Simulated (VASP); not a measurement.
Write the native input for VASP 6.6.1 that does the following.

* Task: single point
* Functional: PBE
* Potentials or basis: VASP PAW PBE potentials, release 64 (Bi_d, Te)
* Cutoff: 520 eV
* k mesh: 10 × 10 × 10
* Occupations: methfessel-paxton, width 0.01 eV
* Spin: no spin polarisation
* Dipole correction: no
* Further INCAR settings: ALGO = Normal; EDIFF = 1e-06; NBANDS = 18

The structure of BiTe lies in POSCAR:

```
BiTe
1.0
    3.9133058495      0.0000000000      0.0000000000
    0.0000000000      3.9133058495      0.0000000000
    0.0000000000      0.0000000000      3.9133058495
Bi Te
1 1
Direct
    0.0000000000      0.0000000000      0.0000000000
    0.5000000000      0.5000000000      0.5000000000
```

One way to write it, as run:

INCAR

```
PREC = Accurate
ENCUT = 520
EDIFF = 1E-6
ISMEAR = 1
SIGMA = 0.01
LREAL = False
LASPH = True
NELM = 80
ALGO = Normal
ISIF = 2
LWAVE = False
LCHARG = False
GGA = PE
NBANDS = 18
```

KPOINTS

```
regular mesh
0
Gamma
  10 10 10
```

Potentials or basis: VASP PAW PBE potentials, release 64 (Bi_d, Te).

Launch:

```console
$ cat potpaw_PBE.64/Bi_d/POTCAR potpaw_PBE.64/Te/POTCAR > POTCAR
$ mpirun -np 1 vasp_std > vasp.out
```

It gave:

```yaml
Pressure: 0.1 GPa
```

Run time: 16 s on 1 thread of Intel(R) Xeon(R) 6975P-C (Granite Rapids), on a shared host, peak memory 0.2 GiB.
